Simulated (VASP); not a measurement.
Wanted: the native input for a VASP 6.6.1 run.

- Task: single point
- Functional: PBEsol
- Potentials or basis: VASP PAW PBE potentials, release 64 (Re)
- Cutoff: 520 eV
- k mesh: 15 × 15 × 4
- Occupations: fermi-dirac, width 0.1 eV
- Spin: no spin polarisation
- Dipole correction: no
- Further INCAR settings: ALGO = Normal; EDIFF = 1e-06; NBANDS = 22

The structure of Re lies in POSCAR:

```
Re
1.0
    2.6772397784      0.0000000000      0.0000000000
   -1.3386198892      2.3185576601      0.0000000000
    0.0000000000      0.0000000000      8.6264613927
Re
4
Direct
    0.0000000000      1.0000000000      0.0000000000
    0.0000000000      1.0000000000      0.5000000000
    0.3333333333      0.6666666667      0.2500000000
    0.6666666667      0.3333333333      0.7500000000
```

The input as run:

INCAR

```
SYSTEM = Re
PREC = Accurate ; ENCUT = 520
EDIFF = 1E-6 ; ISMEAR = -1
SIGMA = 0.1 ; LREAL = .False.
LASPH = .True. ; NELM = 80
ALGO = Normal ; ISIF = 2
LWAVE = .False. ; LCHARG = .True.
GGA = PS ; LELF = .True.
LVHAR = .True. ; NBANDS = 22
```

KPOINTS

```
Automatic mesh
0
Gamma
  15 15 4
  0 0 0
```

Potentials or basis: VASP PAW PBE potentials, release 64 (Re).

Launch:

```bash
$ cat potpaw_PBE.64/Re/POTCAR > POTCAR
$ mpirun -np 1 vasp_std > vasp.out
```

It gave:

```yaml
Pressure: 40.4 GPa
Band_gap_on_the_k_mesh: zero (bands 14 and 15 overlap by 3.11 eV)
```

Caveat: the cell stands under pressure; the PAW data sets were made with another functional, which shifts forces and pressure a little; spin-orbit coupling is left out, which moves the levels of the heavy elements.

Wall time 110 s on 1 thread of Intel(R) Xeon(R) Platinum 8259CL CPU @ 2.50GHz (Skylake/Cascade Lake) (shared host), peak memory 0.22 GiB.
